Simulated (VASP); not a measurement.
Set up this calculation in VASP 6.6.1, as the native input.

- Task: relaxation of cell and atoms
- Functional: PBEsol
- Potentials or basis: VASP PAW PBE potentials, release 64 (Li_sv)
- Cutoff: 600 eV
- k mesh: 18 × 18 × 10
- Occupations: fermi-dirac, width 0.1 eV
- Spin: no spin polarisation
- Target pressure: 15 GPa
- Dipole correction: no
- Further INCAR settings: ALGO = Normal; EDIFF = 1e-07; IBRION = 2; EDIFFG = -0.002; NSW = 100; ISIF = 3

The structure of Li lies in POSCAR:

```
Li
1.0
    3.0528418645      0.0000000000      0.0000000000
   -1.5264209322      2.6438386084      0.0000000000
    0.0000000000      0.0000000000      5.0030045290
Li
2
Direct
    0.3333333333      0.6666666667      0.2500000000
    0.6666666667      0.3333333333      0.7500000000
```

One way to write it, as run:

INCAR

```
ALGO = Normal
EDIFF = 1E-7
EDIFFG = -0.002
ENCUT = 600
GGA = PS
IBRION = 2
ISIF = 3
ISMEAR = -1
LASPH = True
LCHARG = False
LREAL = False
LWAVE = False
NELM = 80
NSW = 100
PREC = Accurate
PSTRESS = 150.0
SIGMA = 0.1
```

KPOINTS

```
k-points
0
Gamma
  18 18 10
```

Potentials or basis: VASP PAW PBE potentials, release 64 (Li_sv).

The run is started by

```bash
$ cat potpaw_PBE.64/Li_sv/POTCAR > POTCAR
$ mpirun -np 1 vasp_std > vasp.out
```

It gave:

```yaml
Relaxed_volume: 12.39 Å³/atom
Relaxed_cell: a = 2.588 Å, b = 2.588 Å, c = 4.270 Å, α = 90.00°, β = 90.00°, γ = 120.00°
Space_group_after_relaxing_to_0.05_Å: P6_3/mmc (No. 194)
Energy_change_on_relaxing_the_enthalpy_is_what_falls: +247.7 meV/atom
Ionic_steps: 15
Pressure_after_relaxing: 15.0 GPa
Band_gap_on_the_k_mesh: zero (band 3 reaches 5.16 eV, above the bottom of band 4 at -0.52 eV)
```

Caveat: the cutoff is under 1.25 times the usual one of these potentials, so pressure, stress and relaxed cells hold a basis-set (Pulay) error; the cell is relaxed towards a set pressure, so the enthalpy falls and the energy may rise; the volume moved by over 15 % at a fixed basis, so the end points are rough; the PAW data sets were made with another functional, which shifts forces and pressure a little.

Wall time 6 min on 1 thread of Intel Xeon 6975P-C (shared host), peak memory 0.19 GiB.
